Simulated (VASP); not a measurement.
Here is a VASP 6.6.1 calculation.

Contents of INCAR:

```
ALGO = Normal ; EDIFF = 1E-6
ENCUT = 520 ; GGA = PS
ISIF = 2 ; ISMEAR = -1
LASPH = T ; LCHARG = T
LELF = T ; LREAL = F
LVHAR = T ; LWAVE = F
NBANDS = 21 ; NELM = 60
PREC = Accurate ; SIGMA = 0.05
```

KPOINTS

```
k-points
0
Gamma
  9 9 9
```

The input POSCAR:

```
Sn
1.0
    0.0000000000      3.2707299984      3.2707299984
    3.2707299984      0.0000000000      3.2707299984
    3.2707299984      3.2707299984      0.0000000000
Sn
2
Direct
    0.0000000000      0.0000000000      0.0000000000
    0.2500000000      0.2500000000      0.2500000000
```

Potentials or basis: VASP PAW PBE potentials, release 64 (Sn_d).

Launch:

```console
$ cat potpaw_PBE.64/Sn_d/POTCAR > POTCAR
$ mpirun -np 1 vasp_std > vasp.out
```

(1) Estimate the pressure.

(2) Estimate the band gap on the k mesh.

## Answers

(1) -0.1 GPa.

(2) zero (band 14 reaches 5.33 eV, above the bottom of band 15 at 5.15 eV).

Caveat: the PAW data sets were made with another functional, which shifts forces and pressure a little; spin-orbit coupling is left out, which moves the levels of the heavy elements.
